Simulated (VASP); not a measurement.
Write the native input for VASP 6.6.1 that does the following.

| Item | Value |
| --- | --- |
| Task | single point |
| Functional | r2SCAN |
| Potentials or basis | VASP PAW PBE potentials, release 64 (Mo_sv, Se) |
| Cutoff | 520 eV |
| k mesh | 12 × 12 × 12 |
| Occupations | gaussian, width 0.1 eV |
| Spin | collinear spin |
| Starting moments | [2.0, 0.0] μB |
| Hubbard terms | Mo d U = 4.38 eV |
| Dipole correction | no |
| Further INCAR settings | ALGO = Normal; EDIFF = 1e-06; NBANDS = 21 |

Crystal: MoSe.

```
CELL_PARAMETERS angstrom
3.57770 0.00000 0.00000
0.00000 3.57770 0.00000
0.00000 0.00000 3.57770
ATOMIC_POSITIONS crystal
Mo 0.00000 0.00000 0.00000
Se 0.50000 0.50000 0.50000
```

These files were run (other wordings do the same):

POSCAR

```
MoSe
1.0
    3.5776968104      0.0000000000      0.0000000000
    0.0000000000      3.5776968104      0.0000000000
    0.0000000000      0.0000000000      3.5776968104
Mo Se
1 1
Direct
    0.0000000000      0.0000000000      0.0000000000
    0.5000000000      0.5000000000      0.5000000000
```

INCAR.step1

```
SYSTEM = MoSe
  ALGO = Normal
  EDIFF = 1E-4
  ENCUT = 520
  GGA = PE
  ISMEAR = 0
  ISPIN = 2
  LASPH = .TRUE.
  LCHARG = .FALSE.
  LDAU = .TRUE.
  LDAUJ = 0 0
  LDAUL = 2 -1
  LDAUTYPE = 2
  LDAUU = 4.38 0
  LMAXMIX = 4
  LREAL = .FALSE.
  LWAVE = .TRUE.
  MAGMOM = 2 0
  NBANDS = 21
  NELM = 150
  PREC = Accurate
  SIGMA = 0.1
```

INCAR.step2

```
SYSTEM = MoSe
  ALGO = Normal
  EDIFF = 1E-6
  ENCUT = 520
  ISIF = 2
  ISMEAR = 0
  ISPIN = 2
  ISTART = 1
  LASPH = .TRUE.
  LCHARG = .FALSE.
  LDAU = .TRUE.
  LDAUJ = 0 0
  LDAUL = 2 -1
  LDAUPRINT = 1
  LDAUTYPE = 2
  LDAUU = 4.38 0
  LMAXMIX = 4
  LMIXTAU = .TRUE.
  LORBIT = 11
  LREAL = .FALSE.
  LWAVE = .FALSE.
  MAGMOM = 2 0
  METAGGA = R2SCAN
  NBANDS = 21
  NELM = 150
  PREC = Accurate
  SIGMA = 0.1
```

KPOINTS

```
k-points
0
G
  12 12 12
  0 0 0
```

Potentials or basis: VASP PAW PBE potentials, release 64 (Mo_sv, Se).

Launch:

```console
$ cat potpaw_PBE.64/Mo_sv/POTCAR potpaw_PBE.64/Se/POTCAR > POTCAR
$ cp INCAR.step1 INCAR
$ mpirun -np 1 vasp_std > vasp.out
$ cp INCAR.step2 INCAR
$ mpirun -np 1 vasp_std > vasp.out
```

Results of the run:

```
Pressure                                              : -4.8 GPa
Band gap on the k mesh                                : zero (filled and empty bands overlap)
Net moment                                            : 4.00 μB per cell
Site moments                                          : Mo +3.83; Se -0.30 μB
Valence electrons inside the program's atomic spheres : Mo 12.13; Se 3.82
```

Caveat: the cell stands under tension; the PAW data sets were made with another functional, which shifts forces and pressure a little.

It took 14 min on 1 thread of Oxide Virtual Turin-like Processor, with other jobs on the host, peak memory 0.24 GiB.
